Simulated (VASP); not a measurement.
# MoS2 (P-3m1) in VASP: further runs

The runs below take MoS2 through single point, with LDA.

All numbers are computed with VASP 6.6.1; they aren't measurements. Logs are shortened: lines on timing, memory, paths and dates and some standing lists are left out, and cuts for length are marked.

### Step 1. The cell of the first run

The structure is trigonal, space group P-3m1 (No. 164). The conventional cell has a = 3.227 Å, b = 3.227 Å, c = 6.312 Å, α = 90.00°, β = 90.00°, γ = 120.00°. Mo (site symmetry -3m) has 6 S at 2.42 Å and 6 Mo at 3.23 Å within 3.3 Å. Within 3.3 Å of S (site symmetry 3m) lie 3 Mo at 2.42 Å and 6 S at 3.23 Å.

### Step 2. Single point, LDA

INCAR reads:

```
  ALGO = Normal
  EDIFF = 1E-6
  ENCUT = 500
  GGA = CA
  GGA_COMPAT = F
  ISIF = 2
  ISMEAR = -1
  LASPH = T
  LCHARG = T
  LELF = T
  LREAL = F
  LVHAR = T
  LWAVE = F
  NBANDS = 20
  NELM = 120
  PREC = Accurate
  SIGMA = 0.2
```

KPOINTS reads:

```
k-points
0
Gamma
  7 7 3
```

POSCAR reads:

```
MoS2
1.0
    3.2274650000      0.0000000000      0.0000000000
   -1.6137325000      2.7950666798      0.0000000000
    0.0000000000      0.0000000000      6.3124730000
Mo S
1 2
Direct
    0.0000000000      0.0000000000      0.5000000000
    0.3333333333      0.6666666667      0.2553190000
    0.6666666667      0.3333333333      0.7446810000
```

Potentials or basis: VASP PAW LDA potentials, release 64 (Mo_sv, S).

The run is started by

```console
$ cat potpaw_LDA.64/Mo_sv/POTCAR potpaw_LDA.64/S/POTCAR > POTCAR
$ mpirun -np 1 vasp_std > vasp.out
```

OUTCAR:

```text
EDIFF = 1E-6
   ENCUT = 500
   GGA = CA
   ISIF = 2
   ISMEAR = -1
   LASPH = T
   LREAL = F
   NELM = 120
   PREC = Accurate

 ion  position               nearest neighbor table
   1  0.000  0.000  0.500-   2 2.42   3 2.42   2 2.42   3 2.42   3 2.42   2 2.42
   2  0.333  0.667  0.255-   1 2.42   1 2.42   1 2.42
   3  0.667  0.333  0.745-   1 2.42   1 2.42   1 2.42

  LATTYP: Found a hexagonal cell.
 ALAT       =     3.2274650000
 C/A-ratio  =     1.9558610241

  Lattice vectors:

 A1 = (   3.2274650000,   0.0000000000,   0.0000000000)
 A2 = (  -1.6137325000,   2.7950666798,   0.0000000000)
 A3 = (   0.0000000000,   0.0000000000,   6.3124730000)

Analysis of symmetry for initial positions (statically):
=====================================================================
 Subroutine PRICEL returns:
 Original cell was already a primitive cell.

 Routine SETGRP: Setting up the symmetry group for a
 hexagonal supercell.

 Subroutine GETGRP returns: Found 12 space group operations
 (whereof 12 operations were pure point group operations)
 out of a pool of 24 trial point group operations.

The static configuration has the point symmetry D_3d.

Analysis of symmetry for dynamics (positions and initial velocities):
=====================================================================
 Subroutine PRICEL returns:
 Original cell was already a primitive cell.

 Routine SETGRP: Setting up the symmetry group for a
 hexagonal supercell.

 Subroutine GETGRP returns: Found 12 space group operations
 (whereof 12 operations were pure point group operations)
 out of a pool of 24 trial point group operations.

The dynamic configuration has the point symmetry D_3d.

 Subroutine INISYM returns: Found 12 space group operations
 (whereof 12 operations are pure point group operations),
 and found     1 'primitive' translations

----------------------------------------------------------------------------------------

                                     Primitive cell

  volume of cell :      56.9447

  direct lattice vectors                    reciprocal lattice vectors
     3.227465000  0.000000000  0.000000000     0.309840695  0.178886609  0.000000000
    -1.613732500  2.795066680  0.000000000     0.000000000  0.357773218  0.000000000
     0.000000000  0.000000000  6.312473000     0.000000000  0.000000000  0.158416519

  length of vectors
     3.227465000  3.227465000  6.312473000     0.357773218  0.357773218  0.158416519

  position of ions in fractional coordinates (direct lattice)
     0.000000000  0.000000000  0.500000000
     0.333333333  0.666666667  0.255319000
     0.666666667  0.333333333  0.744681000

  ion indices of the primitive-cell ions
   primitive index   ion index
                 1           1
                 2           2
                 3           3

----------------------------------------------------------------------------------------

 KPOINTS: k-points

Automatic generation of k-mesh.
 Grid dimensions read from file:
 generate k-points for:    7    7    3

 Generating k-lattice:

  Cartesian coordinates                     Fractional coordinates (reciprocal lattice)
     0.044262956  0.025555230  0.000000000     0.142857143  0.000000000  0.000000000
     0.000000000  0.051110460  0.000000000     0.000000000  0.142857143  0.000000000
     0.000000000  0.000000000  0.052805506     0.000000000  0.000000000  0.333333333

  Length of vectors
     0.051110460  0.051110460  0.052805506

  Shift w.r.t. Gamma in fractional coordinates (k-lattice)
     0.000000000  0.000000000  0.000000000

 Subroutine IBZKPT returns following result:
 ===========================================

 Found     20 irreducible k-points:

 Following reciprocal coordinates:
            Coordinates               Weight
  0.000000  0.000000  0.000000      1.000000
  0.142857  0.000000  0.000000      6.000000
  0.285714 -0.000000  0.000000      6.000000
  0.428571  0.000000  0.000000      6.000000
  0.142857  0.142857  0.000000      6.000000
  0.285714  0.142857  0.000000     12.000000
[... 12 lines left out ...]
  0.428571  0.142857  0.333333     12.000000
  0.285714  0.285714  0.333333     12.000000
   k-points           NKPTS =     20   k-points in BZ     NKDIM =     20   number of bands    NBANDS=     20
   number of dos      NEDOS =    301   number of ions     NIONS =      3
   total plane-waves  NPLWV =  27648
   dimension x,y,z NGX =    24 NGY =   24 NGZ =   48
   dimension x,y,z NGXF=    48 NGYF=   48 NGZF=   96
   ions per type =               1   2
   NGX,Y,Z   is equivalent  to a cutoff of  12.36, 12.36, 12.64 a.u.
   NGXF,Y,Z  is equivalent  to a cutoff of  24.72, 24.72, 25.28 a.u.
 SYSTEM =  unknown system
   PREC   = accura    normal or accurate (medium, high low for compatibility)
   ISTART =      0    job   : 0-new  1-cont  2-samecut
   ICHARG =      2    charge: 1-file 2-atom 10-const
   ISPIN  =      1    spin polarized calculation?
   LNONCOLLINEAR =      F non collinear calculations
   LSORBIT =      F    spin-orbit coupling
   LASPH  =      T    aspherical Exc in radial PAW
   ENCUT  =  500.0 eV  36.75 Ry    6.06 a.u.   5.88  5.88 11.51*2*pi/ulx,y,z
   NELM   =    120;   NELMIN=  2; NELMDL= -5     # of ELM steps
   EDIFF  = 0.1E-05   stopping-criterion for ELM
   LREAL  =      F    real-space projection
   EDIFFG = 0.1E-04   stopping-criterion for IOM
   NSW    =      0    number of steps for IOM
   IBRION =     -1    ionic relax: 0-MD 1-quasi-New 2-CG
   NFREE  =      0    steps in history (QN), initial steepest desc. (CG)
   ISIF   =      2    stress and relaxation
   ISYM   =      2    0-nonsym 1-usesym 2-fastsym
   POTIM  = 0.5000    time-step for ionic-motion
   TEBEG  =    0.0;   TEEND  =   0.0 temperature during run
   PSTRESS=    0.0 pullay stress
   NELECT =      26.0000    total number of electrons
   NUPDOWN=      -1.0000    fix difference up-down
   EMIN   =  10.00;   EMAX   =-10.00  energy-range for DOS
   EFERMI =   0.00;   METHOD = LEGACY
   ISMEAR =    -1;   SIGMA  =   0.20  broadening in eV -4-tet -1-fermi 0-gaus
   EFERMI_NEDOS =   21; number of points for ismear=-14 and -15
   IALGO  =     38    algorithm
   IMIX   =      4    mixing-type and parameters
     AMIX     =   0.40;   BMIX     =  1.00
     AMIX_MAG =   1.60;   BMIX_MAG =  1.00
  volume/ion in A,a.u.               =      18.98       128.09
  Fermi-wavevector in a.u.,A,eV,Ry     =   1.260612  2.382212 21.621607  1.589143
  Thomas-Fermi vector in A             =   2.394113
   LORBIT       =      0    0 simple, 1 ext, 2 COOP (PROOUT), +10 PAW based schemes
   GGA     = CA    functional components
   LHFCALC =     F    Hartree Fock is set to
   AEXX    =    0.0000 exact exchange contribution
   IVDW    =     0    specifies the selected vdW correction
   LEPSILON=     F    determine dielectric tensor
   LRPA    =     F    only Hartree local field effects (RPA)
 non-spin polarized calculation
  energy-cutoff  :      500.00
  volume of cell :       56.94
 maximum number of plane-waves:      1462
   NGX = 11   NGY = 11   NGZ = 23

 number of electron      26.0000000 magnetization

 Free energy of the ion-electron system (eV)
  ---------------------------------------------------
  ext. energy  EPLUGINS =         0.00000000
  ---------------------------------------------------
  free energy    TOTEN  =       -23.63609371 eV

  energy without entropy =      -23.43864616  energy(sigma->0) =      -23.53736993

 E-fermi :   6.6870     XC(G=0): -10.7681

 val. band max:        6.5380057520   @ k =   0.0000   0.0000   0.3333
 cond. band min:       6.8162125431   @ k =   0.1429   0.0000   0.0000
 fundamental gap:      0.2782067910
 Fermi energy:         6.6870011907

 k-point     1 :       0.0000    0.0000    0.0000
  band No.  band energies     occupation
      1     -54.6667      2.00000
      2     -28.9080      2.00000
      3     -28.8530      2.00000
      4     -28.8530      2.00000
      5      -7.9942      2.00000
      6      -6.5254      2.00000
[... 12 lines left out ...]
     19      12.7688      0.00000
     20      16.3151      0.00000

 k-point     2 :       0.1429    0.0000    0.0000
  band No.  band energies     occupation
      1     -54.6607      2.00000
      2     -28.9167      2.00000
      3     -28.8955      2.00000
      4     -28.8676      2.00000
      5      -7.6907      2.00000
      6      -6.4629      2.00000
[... 12 lines left out ...]
     19      14.0214      0.00000
     20      15.7172      0.00000

 k-point     3 :       0.2857   -0.0000    0.0000
  band No.  band energies     occupation
      1     -54.6470      2.00000
      2     -29.0572      2.00000
      3     -28.9002      2.00000
      4     -28.8675      2.00000
      5      -6.9335      2.00000
      6      -6.2893      2.00000
[... 12 lines left out ...]
     19      14.0295      0.00000
     20      14.5973      0.00000

 k-point     4 :       0.4286    0.0000    0.0000
  band No.  band energies     occupation
      1     -54.6360      2.00000
      2     -29.1676      2.00000
      3     -28.9262      2.00000
      4     -28.8449      2.00000
      5      -6.4277      2.00000
      6      -5.8493      2.00000
[... 12 lines left out ...]
     19      13.4288      0.00000
     20      14.6786      0.00000

 k-point     5 :       0.1429    0.1429    0.0000
  band No.  band energies     occupation
      1     -54.6508      2.00000
      2     -29.0093      2.00000
      3     -28.9008      2.00000
      4     -28.8750      2.00000
      5      -7.1480      2.00000
      6      -6.3532      2.00000
[... 12 lines left out ...]
     19      15.2424      0.00000
     20      15.5499      0.00000
[... 261 lines left out ...]
      6      -6.0651      2.00000
[... 12 lines left out ...]
     19      14.1739      0.00000
     20      15.4483      0.00000

 k-point    18 :      -0.1429    0.4286    0.3333
  band No.  band energies     occupation
      1     -54.6384      2.00000
      2     -29.1163      2.00000
      3     -28.9482      2.00000
      4     -28.8500      2.00000
      5      -6.3500      2.00000
      6      -6.1820      2.00000
[... 12 lines left out ...]
     19      14.1431      0.00000
     20      15.0890      0.00000

 k-point    19 :       0.4286    0.1429    0.3333
  band No.  band energies     occupation
      1     -54.6329      2.00000
      2     -29.1627      2.00000
      3     -28.9698      2.00000
      4     -28.8388      2.00000
      5      -6.2905      2.00000
      6      -5.6912      2.00000
[... 12 lines left out ...]
     19      13.5799      0.00000
     20      15.0054      0.00000

 k-point    20 :       0.2857    0.2857    0.3333
  band No.  band energies     occupation
      1     -54.6315      2.00000
      2     -29.1181      2.00000
      3     -29.0325      2.00000
      4     -28.8361      2.00000
      5      -6.0374      2.00000
      6      -5.8509      2.00000
[... 12 lines left out ...]
     19      14.1143      0.00000
     20      15.0941      0.00000

------------------------ aborting loop because EDIFF is reached ----------------------------------------

  FORCE on cell =-STRESS in cart. coord.  units (eV):
  Direction    XX          YY          ZZ          XY          YZ          ZX
  --------------------------------------------------------------------------------------
  -------------------------------------------------------------------------------------
  Total       -2.2412975     -2.2412975     -1.2412666     -0.0000000      0.0000000     -0.0000000
  in kB      -63.0604188    -63.0604188    -34.9238742     -0.0000000      0.0000000     -0.0000000
  external PRESSURE =     -53.6815706 kB  Pullay stress =       0.0000000 kB

 VOLUME and BASIS-vectors are now :
 -----------------------------------------------------------------------------
  energy-cutoff  :      500.00
  volume of cell :       56.94
      direct lattice vectors                 reciprocal lattice vectors
     3.227465000  0.000000000  0.000000000     0.309840695  0.178886609  0.000000000
    -1.613732500  2.795066680  0.000000000     0.000000000  0.357773218  0.000000000
     0.000000000  0.000000000  6.312473000     0.000000000  0.000000000  0.158416519

 POSITION                                       TOTAL-FORCE (eV/Angst)
 -----------------------------------------------------------------------------------
      0.00000      0.00000      3.15624         0.000000      0.000000      0.000000
     -0.00000      1.86338      1.61169        -0.000000      0.000000      0.133970
      1.61373      0.93169      4.70078         0.000000     -0.000000     -0.133970
 -----------------------------------------------------------------------------------
    total drift:                                0.000000      0.000000      0.000000

  FREE ENERGIE OF THE ION-ELECTRON SYSTEM (eV)
  ---------------------------------------------------
  free  energy   TOTEN  =       -23.6360937078 eV

  energy  without entropy=      -23.4386461590  energy(sigma->0) =      -23.53736993
```

It took 16 s on 1 thread of Intel Xeon Platinum 8488C (Sapphire Rapids), shared host; peak memory 0.15 GiB.

Results:

```yaml
Free_energy: -23.6361 eV
Pressure: -5.4 GPa
Largest_force: 0.134 eV/Å
Band_gap_on_the_k_mesh: zero (bands 13 and 14 overlap by 0.62 eV)
```

Forces in eV/Å, atoms in the order of the input:
```
Mo   0.000  0.000  0.000
S    0.000  0.000  0.134
S    0.000  0.000 -0.134
```

Stress tensor (GPa, compression positive):
```
-6.31  0.00  0.00
 0.00 -6.31  0.00
 0.00  0.00 -3.49
```

Caveat: the cell stands under tension.

### Step 3. Single point, LDA

INCAR reads:

```
PREC = Accurate ; ENCUT = 500
EDIFF = 1E-6 ; ISMEAR = -1
SIGMA = 0.1 ; LREAL = F
LASPH = T ; NELM = 120
ALGO = Normal ; ISIF = 2
LWAVE = F ; LCHARG = F
NBANDS = 20 ; GGA_COMPAT = F
```

KPOINTS reads:

```
regular mesh
0
Gamma
  7 7 3
```

POSCAR is that of step 2.

Potentials or basis: VASP PAW LDA potentials, release 64 (Mo_sv, S).

The run is started by

```console
$ cat potpaw_LDA.64/Mo_sv/POTCAR potpaw_LDA.64/S/POTCAR > POTCAR
$ mpirun -np 1 vasp_std > vasp.out
```

It took 16 s on 1 thread of Intel Xeon Platinum 8488C (Sapphire Rapids), shared host; peak memory 0.15 GiB.

The run converged. Its results:

* Free energy: -23.5660 eV
* Pressure: -5.6 GPa
* Largest force: 0.155 eV/Å
* Band gap on the k mesh: zero (bands 13 and 14 overlap by 0.61 eV)

Forces on the atoms (eV/Å):
```
Mo   0.000  0.000  0.000
S    0.000  0.000  0.155
S    0.000  0.000 -0.155
```

Stress tensor (GPa, compression positive):
```
-6.62  0.00  0.00
 0.00 -6.62  0.00
 0.00  0.00 -3.61
```

Levels at points of the mesh, in eV from the Fermi level:
```csv
k point,band 11,band 12,band 13,band 14,band 15,band 16
"(0.00, 0.00, 0.00)",-1.13,-0.99,-0.99,-0.30,-0.30,3.18
```

Caveat: the cell stands under tension.
